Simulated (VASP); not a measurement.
A run of VASP 6.6.1 is set up as follows.

The input INCAR:

```
SYSTEM = Pb
ALGO = Normal
EDIFF = 1E-6
ENCUT = 520
GGA = PE
ISIF = 2
ISMEAR = -1
LASPH = .TRUE.
LCHARG = .FALSE.
LREAL = .FALSE.
LWAVE = .FALSE.
NBANDS = 21
NELM = 100
PREC = Accurate
SIGMA = 0.05
```

File KPOINTS:

```
k-points
0
G
  8 8 8
  0 0 0
```

File POSCAR:

```
Pb
1.0
    0.0000000000      3.4159188228      3.4159188228
    3.4159188228      0.0000000000      3.4159188228
    3.4159188228      3.4159188228      0.0000000000
Pb
2
Direct
    0.0000000000      0.0000000000      0.0000000000
    0.2500000000      0.2500000000      0.2500000000
```

Potentials or basis: VASP PAW PBE potentials, release 64 (Pb_d).

The run is started by

```sh
$ cat potpaw_PBE.64/Pb_d/POTCAR > POTCAR
$ mpirun -np 1 vasp_std > vasp.out
```

(1) Estimate the band gap on the k mesh.

(2) Estimate the pressure.

Answers

(1) zero (band 14 reaches 4.94 eV, above the bottom of band 15 at 3.76 eV).

(2) 3.1 GPa.

Caveat: spin-orbit coupling is left out, which moves the levels of the heavy elements.
